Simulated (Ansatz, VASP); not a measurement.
**One calculation of SnO2, two programs**

The input INCAR:

```
ALGO = Normal
EDIFF = 1E-6
ENCUT = 910
GGA = PS
GGA_COMPAT = F
ISIF = 2
ISMEAR = 0
LASPH = T
LCHARG = F
LREAL = F
LWAVE = F
NBANDS = 20
NELM = 120
PREC = Accurate
SIGMA = 0.01
```

Contents of KPOINTS:

```
k-points
0
Gamma
  6 6 6
```

File POSCAR:

```
SnO2
1.0
    1.6170930800      0.9336291200      4.8005925800
   -1.6170930800      0.9336291200      4.8005925800
    0.0000000000     -1.8672582400      4.8005925800
Sn O
1 2
Direct
    0.5000000007      0.5000000007      0.5000000007
    0.2340780323      0.2402619682      0.2371700002
    0.7628300005      0.7628300005      0.7628300005
```

Input for Ansatz:

```yaml
crystal:
  lattice:
    - [1.61709308, 0.93362912, 4.80059258]
    - [-1.61709308, 0.93362912, 4.80059258]
    - [0.0, -1.86725824, 4.80059258]
  atoms:
    - { symbol: Sn, position: [0.5000000006943587, 0.5000000006943587, 0.5000000006943587] }
    - { symbol: O, position: [0.23407803227123952, 0.2402619682015077, 0.2371700002363736] }
    - { symbol: O, position: [0.7628300004579852, 0.7628300004579852, 0.7628300004579852] }
basis:
  ecutwfc: 517.016338673772
kpoints:
  mp_grid:
    grid: [6, 6, 6]
    shift: [0.0, 0.0, 0.0]
hamiltonian:
  xc: pbesol
scf:
  convergence:
    dr2_threshold: 1.0e-10
  occupations:
    method: fixed
output:
  forces: true
```

Alike in both runs: task single point; functional PBEsol; k mesh 6 × 6 × 6; no spin polarisation.

|  | VASP | Ansatz |
| --- | --- | --- |
| version | VASP 6.6.1 | Ansatz 0.2.0 |
| potentials or method | VASP PAW PBE potentials, release 64 (Sn_d, O_h), cutoff 910 eV | plane waves, PAW |
| occupations | gaussian, width 0.01 eV | fixed |
| valence electrons in the cell | 26 | 26 |

```tsv
	VASP	Ansatz	Ansatz less VASP
rms of the force components (eV/Å)	0.165	0.191	+0.0251
```

VASP's potentials were made for PBE, not for PBEsol. Atom by atom the forces differ by 0.026 eV/Å (rms over components).

Noted on VASP's run: the cutoff is short for stress, so the pressure is rough.
